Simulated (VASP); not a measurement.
Input of a VASP 6.6.1 run:

The input INCAR:

```
SYSTEM = Sb
PREC = Accurate
ENCUT = 520
EDIFF = 1E-7
ISMEAR = -1
SIGMA = 0.02
LREAL = .False.
LASPH = .True.
NELM = 60
ALGO = Normal
ISIF = 2
LWAVE = .False.
LCHARG = .False.
LDIPOL = .True.
IDIPOL = 3
DIPOL = 0.5 0.5 0.345
GGA = PE
NBANDS = 12
```

File KPOINTS:

```
Automatic mesh
0
Gamma
  12 12 1
  0 0 0
```

Contents of POSCAR:

```
Sb
1.0
    3.8999238406      0.0000000000      0.0000000000
   -1.9499619203      3.3774331188      0.0000000000
    0.0000000000      0.0000000000     26.8552477996
Sb
2
Direct
    0.3333333333      0.6666666667      0.3135771594
    0.6666666667      0.3333333333      0.3763298576
```

Potentials or basis: VASP PAW PBE potentials, release 64 (Sb).

The run is started by

```console
$ cat potpaw_PBE.64/Sb/POTCAR > POTCAR
$ mpirun -np 1 vasp_std > vasp.out
```

Q: Predict the band gap on the k mesh.

A: 0.66 eV (least direct gap 1.89 eV).

Q: Estimate the largest force.

A: 0.434 eV/Å.

Forces on the atoms (eV/Å):
```
Sb   0.000  0.000 -0.434
Sb   0.000  0.000  0.434
```

Caveat: the cell differs from its parent crystal (strain -5.0%); semilocal functionals underestimate gaps, and a narrow one can read as zero; spin-orbit coupling is left out, which moves the levels of the heavy elements.
